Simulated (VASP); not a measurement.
Crystal: Pt.

```
Pt
1.0
    -1.58422    1.58422    1.58422
     1.58422   -1.58422    1.58422
     1.58422    1.58422   -1.58422
Pt
1
Cartesian
  0.0000 0.0000 0.0000
```

* Program: VASP 6.6.1
* Task: relaxation of cell and atoms
* Functional: RPBE
* Dispersion: D3(BJ)
* Potentials or basis: VASP PAW PBE potentials, release 64 (Pt)
* Cutoff: 600 eV
* k mesh: 12 × 12 × 12
* Occupations: fermi-dirac, width 0.05 eV
* Spin: no spin polarisation

At the start: pressure -44.5 GPa; volume 15.90 Å³/atom.

Question: How do energy, volume and symmetry change on relaxing?

Answer: Over 17 steps the energy falls by 379.0 meV/atom and the volume is 13.58 Å³/atom (-14.6 %); space group Im-3m (No. 229, to 0.05 Å).

The path:
```
step  energy change (eV)  largest force (eV/Å)  pressure (GPa)  volume (Å³)
   1              0.0000                0.0000          -44.52        15.90
   2              9.1887                0.0000          880.34         7.75
   3             -0.3548                0.0000          -14.32        14.10
   4             -0.3706                0.0000           -8.69        13.88
   5             -0.3790                0.0000            0.45        13.57
   6             -0.3789                0.0000           -0.91        13.61
   7             -0.3789                0.0000           -0.85        13.61
   8             -0.3790                0.0000           -0.65        13.60
   9             -0.3790                0.0000           -0.65        13.60
  10             -0.3790                0.0000           -0.64        13.60
  11             -0.3790                0.0000           -0.64        13.60
  12             -0.3790                0.0000           -0.59        13.60
  13             -0.3790                0.0000           -0.52        13.60
  14             -0.3790                0.0000           -0.39        13.59
  15             -0.3790                0.0000           -0.13        13.58
  16             -0.3790                0.0000            0.38        13.57
  17             -0.3790                0.0000            0.01        13.58
```

Final structure:
```cif
data_structure
_symmetry_space_group_name_H-M 'P 1'
_symmetry_Int_Tables_number 1
_cell_length_a 2.6032
_cell_length_b 2.6032
_cell_length_c 2.6032
_cell_angle_alpha 109.471
_cell_angle_beta 109.471
_cell_angle_gamma 109.471
_cell_volume 13.58
loop_
_atom_site_label
_atom_site_type_symbol
_atom_site_fract_x
_atom_site_fract_y
_atom_site_fract_z
_atom_site_occupancy
Pt1 Pt 0.00000 0.00000 0.00000 1
```

Caveat: the PAW data sets were made with another functional, which shifts forces and pressure a little; pairwise dispersion overbinds metals, which lowers pressure and volume.
